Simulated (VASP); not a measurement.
# Cu (I4/mmm) in VASP: a series of runs

Runs on Cu. Level: PBEsol. Tasks: single point.

Program: VASP 6.6.1. These are calculated values, not measurements. Logs are shortened: lines on timing, memory, paths and dates and some standing lists are left out, and cuts for length are marked.

## 1. The cell of the first run

Symmetry: I4/mmm, No. 139, tetragonal system. The conventional cell has a = 2.556 Å, b = 2.556 Å, c = 3.651 Å, α = 90.00°, β = 90.00°, γ = 90.00°. Within 3.4 Å of Cu (site symmetry 4/mmm) lie 12 Cu at 2.56 to 2.57 Å.

## 2. Single point, PBEsol (strain +0.0100 x Voigt [1, 0, 0, 0, 0, 0])

INCAR

```
SYSTEM = Cu
  ALGO = Fast
  EDIFF = 1E-6
  ENCUT = 520
  GGA = PS
  ISIF = 2
  ISMEAR = 0
  LASPH = .TRUE.
  LCHARG = .TRUE.
  LELF = .TRUE.
  LREAL = .FALSE.
  LVHAR = .TRUE.
  LWAVE = .FALSE.
  NBANDS = 12
  NELM = 80
  PREC = Accurate
  SIGMA = 0.15
```

KPOINTS

```
k-points
0
G
  22 22 22
  0 0 0
```

POSCAR

```
Cu
1.0
    0.0000000000      1.8075000000      1.8075000000
    1.8255750000      0.0000000000      1.8075000000
    1.8255750000      1.8075000000      0.0000000000
Cu
1
Direct
    0.0000000000      0.0000000000      0.0000000000
```

Potentials or basis: VASP PAW PBE potentials, release 64 (Cu).

The run is started by

```bash
$ cat potpaw_PBE.64/Cu/POTCAR > POTCAR
$ mpirun -np 1 vasp_std > vasp.out
```

OUTCAR:

```text
SYSTEM = Cu
   EDIFF = 1E-6
   ENCUT = 520
   GGA = PS
   ISIF = 2
   ISMEAR = 0
   LASPH = .TRUE.
   LREAL = .FALSE.
   NELM = 80
   PREC = Accurate

 ion  position               nearest neighbor table
   1  0.000  0.000  0.000-

  LATTYP: Found a body centered tetragonal cell.
 ALAT       =     2.5561910140
 C/A-ratio  =     1.4283556980

  Lattice vectors:

 A1 = (   1.8255750000,   0.0000000000,   1.8075000000)
 A2 = (   1.8255750000,   0.0000000000,  -1.8075000000)
 A3 = (  -1.8255750000,   1.8075000000,   0.0000000000)

Analysis of symmetry for initial positions (statically):
=====================================================================
 Subroutine PRICEL returns:
 Original cell was already a primitive cell.

 Routine SETGRP: Setting up the symmetry group for a
 body centered tetragonal supercell.

 Subroutine GETGRP returns: Found 16 space group operations
 (whereof 16 operations were pure point group operations)
 out of a pool of 16 trial point group operations.

The static configuration has the point symmetry D_4h.

Analysis of symmetry for dynamics (positions and initial velocities):
=====================================================================
 Subroutine PRICEL returns:
 Original cell was already a primitive cell.

 Routine SETGRP: Setting up the symmetry group for a
 body centered tetragonal supercell.

 Subroutine GETGRP returns: Found 16 space group operations
 (whereof 16 operations were pure point group operations)
 out of a pool of 16 trial point group operations.

The dynamic configuration has the point symmetry D_4h.

 Subroutine INISYM returns: Found 16 space group operations
 (whereof 16 operations are pure point group operations),
 and found     1 'primitive' translations

----------------------------------------------------------------------------------------

                                     Primitive cell

  volume of cell :      11.9285

  direct lattice vectors                    reciprocal lattice vectors
     0.000000000  1.807500000  1.807500000    -0.273886310  0.276625173  0.276625173
     1.825575000  0.000000000  1.807500000     0.273886310 -0.276625173  0.276625173
     1.825575000  1.807500000  0.000000000     0.273886310  0.276625173 -0.276625173

  length of vectors
     2.556191014  2.569003762  2.569003762     0.477552807  0.477552807  0.477552807

  position of ions in fractional coordinates (direct lattice)
     0.000000000  0.000000000  0.000000000

  ion indices of the primitive-cell ions
   primitive index   ion index
                 1           1

----------------------------------------------------------------------------------------

 KPOINTS: k-points

Automatic generation of k-mesh.
 Grid dimensions read from file:
 generate k-points for:   22   22   22

 Generating k-lattice:

  Cartesian coordinates                     Fractional coordinates (reciprocal lattice)
    -0.012449378  0.012573871  0.012573871     0.045454545  0.000000000  0.000000000
     0.012449378 -0.012573871  0.012573871     0.000000000  0.045454545  0.000000000
     0.012449378  0.012573871 -0.012573871     0.000000000  0.000000000  0.045454545

  Length of vectors
     0.021706946  0.021706946  0.021706946

  Shift w.r.t. Gamma in fractional coordinates (k-lattice)
     0.000000000  0.000000000  0.000000000

 Subroutine IBZKPT returns following result:
 ===========================================

 Found    834 irreducible k-points:

 Following reciprocal coordinates:
            Coordinates               Weight
  0.000000  0.000000  0.000000      1.000000
  0.045455  0.000000  0.000000      8.000000
  0.090909  0.000000  0.000000      8.000000
  0.136364  0.000000  0.000000      8.000000
  0.181818  0.000000  0.000000      8.000000
  0.227273  0.000000  0.000000      8.000000
[... 16 lines left out ...]
  0.500000  0.045455  0.000000     16.000000
 -0.454545  0.045455  0.000000     16.000000
 [... further k-points ...]
   k-points           NKPTS =    834   k-points in BZ     NKDIM =    834   number of bands    NBANDS=     12
   number of dos      NEDOS =    301   number of ions     NIONS =      1
   total plane-waves  NPLWV =   8000
   dimension x,y,z NGX =    20 NGY =   20 NGZ =   20
   dimension x,y,z NGXF=    40 NGYF=   40 NGZF=   40
   ions per type =               1
   NGX,Y,Z   is equivalent  to a cutoff of  13.01, 12.94, 12.94 a.u.
   NGXF,Y,Z  is equivalent  to a cutoff of  26.01, 25.88, 25.88 a.u.
 SYSTEM =  Cu
   PREC   = accura    normal or accurate (medium, high low for compatibility)
   ISTART =      0    job   : 0-new  1-cont  2-samecut
   ICHARG =      2    charge: 1-file 2-atom 10-const
   ISPIN  =      1    spin polarized calculation?
   LNONCOLLINEAR =      F non collinear calculations
   LSORBIT =      F    spin-orbit coupling
   LASPH  =      T    aspherical Exc in radial PAW
   ENCUT  =  520.0 eV  38.22 Ry    6.18 a.u.   4.75  4.78  4.78*2*pi/ulx,y,z
   NELM   =     80;   NELMIN=  2; NELMDL= -5     # of ELM steps
   EDIFF  = 0.1E-05   stopping-criterion for ELM
   LREAL  =      F    real-space projection
   EDIFFG = 0.1E-04   stopping-criterion for IOM
   NSW    =      0    number of steps for IOM
   IBRION =     -1    ionic relax: 0-MD 1-quasi-New 2-CG
   NFREE  =      0    steps in history (QN), initial steepest desc. (CG)
   ISIF   =      2    stress and relaxation
   ISYM   =      2    0-nonsym 1-usesym 2-fastsym
   POTIM  = 0.5000    time-step for ionic-motion
   TEBEG  =    0.0;   TEEND  =   0.0 temperature during run
   PSTRESS=    0.0 pullay stress
   NELECT =      11.0000    total number of electrons
   NUPDOWN=      -1.0000    fix difference up-down
   EMIN   =  10.00;   EMAX   =-10.00  energy-range for DOS
   EFERMI =   0.00;   METHOD = LEGACY
   ISMEAR =     0;   SIGMA  =   0.15  broadening in eV -4-tet -1-fermi 0-gaus
   EFERMI_NEDOS =   21; number of points for ismear=-14 and -15
   IALGO  =     68    algorithm
   IMIX   =      4    mixing-type and parameters
     AMIX     =   0.40;   BMIX     =  1.00
     AMIX_MAG =   1.60;   BMIX_MAG =  1.00
  volume/ion in A,a.u.               =      11.93        80.50
  Fermi-wavevector in a.u.,A,eV,Ry     =   1.593469  3.011220 34.547146  2.539144
  Thomas-Fermi vector in A             =   2.691694
   LORBIT       =      0    0 simple, 1 ext, 2 COOP (PROOUT), +10 PAW based schemes
   GGA     = PS    functional components
   LHFCALC =     F    Hartree Fock is set to
   AEXX    =    0.0000 exact exchange contribution
   IVDW    =     0    specifies the selected vdW correction
   LEPSILON=     F    determine dielectric tensor
   LRPA    =     F    only Hartree local field effects (RPA)
 non-spin polarized calculation
 RMM-DIIS sequential band-by-band and
 Gauss-broadening in eV      SIGMA  =   0.15
  energy-cutoff  :      520.00
  volume of cell :       11.93
 maximum number of plane-waves:       333
   NGX =  9   NGY =  9   NGZ =  9

 number of electron      10.9999999 magnetization

 Free energy of the ion-electron system (eV)
  ---------------------------------------------------
  ext. energy  EPLUGINS =         0.00000000
  ---------------------------------------------------
  free energy    TOTEN  =        -4.29815687 eV

  energy without entropy =       -4.29536758  energy(sigma->0) =       -4.29676222

 E-fermi :   7.2623     XC(G=0): -12.8498

 val. band max:        7.2598826599   @ k =  -0.1364   0.3182   0.3182
 cond. band min:       7.2671428226   @ k =   0.4091   0.4545   0.0455
 fundamental gap:      0.0072601627
 Fermi energy:         7.2622732403

 k-point     1 :       0.0000    0.0000    0.0000
  band No.  band energies     occupation
      1      -2.0348      2.00000
      2       4.2504      2.00000
      3       4.2986      2.00000
      4       4.2986      2.00000
      5       5.0773      2.00000
      6       5.1254      2.00000
      7      29.7827      0.00000
      8      32.2966      0.00000
      9      32.3299      0.00000
     10      32.3299      0.00000
     11      34.7808      0.00000
     12      34.7872      0.00000

 k-point     2 :       0.0455    0.0000    0.0000
  band No.  band energies     occupation
      1      -1.9600      2.00000
      2       4.2504      2.00000
      3       4.2970      2.00000
      4       4.3129      2.00000
      5       5.0720      2.00000
      6       5.1192      2.00000
      7      29.3793      0.00000
      8      31.2265      0.00000
      9      32.0435      0.00000
     10      32.0731      0.00000
     11      35.1474      0.00000
     12      35.1679      0.00000

 k-point     3 :       0.0909    0.0000    0.0000
  band No.  band energies     occupation
      1      -1.7370      2.00000
      2       4.2175      2.00000
      3       4.3241      2.00000
      4       4.3522      2.00000
      5       5.0595      2.00000
      6       5.1041      2.00000
      7      27.6586      0.00000
      8      30.5498      0.00000
      9      31.5069      0.00000
     10      31.5533      0.00000
     11      35.9843      0.00000
     12      36.0013      0.00000
[... 286 lines left out ...]
 k-point    23 :       0.5000    0.0455    0.0000
  band No.  band energies     occupation
      1       2.2787      2.00000
      2       4.2288      2.00000
      3       4.2769      2.00000
      4       5.3544      2.00000
      5       5.6667      2.00000
      6       6.5847      2.00000
      7      11.0493      0.00000
      8      27.7011      0.00000
      9      28.3462      0.00000
     10      28.7606      0.00000
     11      32.7701      0.00000
     12      33.1929      0.00000

 k-point    24 :      -0.4545    0.0455    0.0000
  band No.  band energies     occupation
      1       2.2639      2.00000
      2       4.2331      2.00000
      3       4.2792      2.00000
      4       5.3415      2.00000
      5       5.6364      2.00000
      6       6.4762      2.00000
      7      11.2494      0.00000
      8      27.4949      0.00000
      9      28.5052      0.00000
     10      28.9691      0.00000
     11      32.4798      0.00000
     12      33.3956      0.00000

 [... further k-points ...]
[... 5 lines left out ...]
  --------------------------------------------------------------------------------------
  -------------------------------------------------------------------------------------
  Total       -0.5589341     -0.5165772     -0.5165772     -0.0000000      0.0000000      0.0000000
  in kB      -75.0731942    -69.3840329    -69.3840329     -0.0000000      0.0000000      0.0000000
  external PRESSURE =     -71.2804200 kB  Pullay stress =       0.0000000 kB

 VOLUME and BASIS-vectors are now :
 -----------------------------------------------------------------------------
  energy-cutoff  :      520.00
  volume of cell :       11.93
      direct lattice vectors                 reciprocal lattice vectors
     0.000000000  1.807500000  1.807500000    -0.273886310  0.276625173  0.276625173
     1.825575000  0.000000000  1.807500000     0.273886310 -0.276625173  0.276625173
     1.825575000  1.807500000  0.000000000     0.273886310  0.276625173 -0.276625173

 POSITION                                       TOTAL-FORCE (eV/Angst)
 -----------------------------------------------------------------------------------
      0.00000      0.00000      0.00000         0.000000      0.000000      0.000000
 -----------------------------------------------------------------------------------
    total drift:                                0.000000      0.000000      0.000000

  FREE ENERGIE OF THE ION-ELECTRON SYSTEM (eV)
  ---------------------------------------------------
  free  energy   TOTEN  =        -4.2981568660 eV

  energy  without entropy=       -4.2953675795  energy(sigma->0) =       -4.29676222
```

Run time: 54 s. Hardware: 1 thread of Intel Xeon 6975P-C (Granite Rapids), shared host; peak memory 0.22 GiB.

Results:

- Free energy: -4.2982 eV
- Pressure: -7.1 GPa

Caveat: the cell differs from its parent crystal (strain +0.0100 x Voigt [1, 0, 0, 0, 0, 0]); the PAW data sets were made with another functional, which shifts forces and pressure a little.

## 3. Single point, PBEsol (strain +0.0200 x Voigt [1, 0, 0, 0, 0, 0])

INCAR

```
SYSTEM = Cu
  PREC = Accurate
  ENCUT = 520
  EDIFF = 1E-6
  ISMEAR = 0
  SIGMA = 0.15
  LREAL = .False.
  LASPH = .True.
  NELM = 80
  ALGO = Normal
  ISIF = 2
  LWAVE = .False.
  LCHARG = .False.
  GGA = PS
  NBANDS = 12
```

KPOINTS

```
Automatic mesh
0
Gamma
  22 22 22
  0 0 0
```

POSCAR

```
Cu
1.0
    0.0000000000      1.8075000000      1.8075000000
    1.8436500000      0.0000000000      1.8075000000
    1.8436500000      1.8075000000      0.0000000000
Cu
1
Direct
    0.0000000000      0.0000000000      0.0000000000
```

Potentials or basis: VASP PAW PBE potentials, release 64 (Cu).

The run is started by

```bash
$ cat potpaw_PBE.64/Cu/POTCAR > POTCAR
$ mpirun -np 1 vasp_std > vasp.out
```

Run time: 47 s. Hardware: 1 thread of Intel Xeon 6975P-C (Granite Rapids), shared host; peak memory 0.22 GiB.

Results (log left out):

```yaml
Free_energy: -4.2921 eV
Pressure: -8.3 GPa
```

Stress tensor (GPa, compression positive):
```
-9.09  0.00  0.00
 0.00 -7.93  0.00
 0.00  0.00 -7.93
```

Levels at points of the mesh, in eV from the Fermi level:
```
           k point  band 4  band 5  band 6  band 7  band 8  band 9
(0.00, 0.00, 0.00)   -2.92   -2.19   -2.10   22.45   24.87   24.92
(0.50, 0.00, 0.00)   -1.61   -1.57   -0.96    3.66   20.72   21.64
(0.50, 0.50, 0.00)   -1.49   -1.42    1.63    7.15   12.72   12.77
(0.00, 0.50, 0.50)   -1.46   -1.46    1.22    6.63   13.21   13.21
```

Caveat: the cell differs from its parent crystal (strain +0.0200 x Voigt [1, 0, 0, 0, 0, 0]); the PAW data sets were made with another functional, which shifts forces and pressure a little.

(Part 1 of 2 ends here.)
